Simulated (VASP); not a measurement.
Write the native input for VASP 6.6.1 that does the following.

* Task: relaxation of cell and atoms
* Functional: r2SCAN
* Potentials or basis: VASP PAW PBE potentials, release 64 (B)
* Cutoff: 550 eV
* k mesh: 8 × 8 × 8
* Occupations: gaussian, width 0.1 eV
* Spin: no spin polarisation
* Dipole correction: no
* Further INCAR settings: ALGO = Normal; EDIFF = 1e-07; IBRION = 2; EDIFFG = -0.04; NSW = 90; ISIF = 3

B:

```
B
1.0
     1.94084    0.00000    0.00000
     0.00000    1.94084    0.00000
     0.00000    0.00000    1.94084
B
1
Direct
  0.00000 0.00000 0.00000
```

This isn't the form of B at room conditions, which is rhombohedral.

One way to write it, as run:

POSCAR

```
B
1.0
    1.9408432508      0.0000000000      0.0000000000
    0.0000000000      1.9408432508      0.0000000000
    0.0000000000      0.0000000000      1.9408432508
B
1
Direct
    0.0000000000      0.0000000000      0.0000000000
```

INCAR.step1

```
SYSTEM = B
ALGO = Normal
EDIFF = 1E-5
EDIFFG = -0.005
ENCUT = 550
GGA = PE
GGA_COMPAT = .False.
IBRION = 2
ISIF = 3
ISMEAR = 0
LASPH = .True.
LCHARG = .False.
LREAL = .False.
LWAVE = .True.
NELM = 120
NELMIN = 4
NSW = 100
PREC = Accurate
SIGMA = 0.1
```

INCAR.step2

```
SYSTEM = B
ALGO = Normal
EDIFF = 1E-7
EDIFFG = -0.04
ENCUT = 550
GGA_COMPAT = .False.
IBRION = 2
ISIF = 3
ISMEAR = 0
ISTART = 1
LASPH = .True.
LCHARG = .False.
LMIXTAU = .True.
LREAL = .False.
LWAVE = .False.
METAGGA = R2SCAN
NELM = 120
NELMIN = 4
NSW = 90
PREC = Accurate
SIGMA = 0.1
```

KPOINTS

```
k-points
0
Gamma
  8 8 8
  0 0 0
```

Potentials or basis: VASP PAW PBE potentials, release 64 (B).

Launch:

```console
$ cat potpaw_PBE.64/B/POTCAR > POTCAR
$ cp INCAR.step1 INCAR
$ mpirun -np 1 vasp_std > vasp.out
$ cp INCAR.step2 INCAR
$ mpirun -np 1 vasp_std > vasp.out
```

Results of the run:

```yaml
Relaxed_volume: 6.74 Å³/atom
Relaxed_cell: a = 1.889 Å, b = 1.889 Å, c = 1.889 Å, α = 90.00°, β = 90.00°, γ = 90.00°
Space_group_after_relaxing_to_0.1_Å: Pm-3m (No. 221)
Energy_gained_by_relaxing: 31.2 meV/atom
Ionic_steps: 3
Pressure_after_relaxing: 0.0 GPa
Band_gap_on_the_k_mesh: zero (an odd number of electrons rules out a gap without spin polarisation)
```

Caveat: the k points lie up to 0.42 Å⁻¹ apart in the final cell, too coarse for converged energies and pressures of a metal; the PAW data sets were made with another functional, which shifts forces and pressure a little.

Wall time 40 s on 1 thread of AMD EPYC 7R13, on a shared host, peak memory 0.08 GiB.
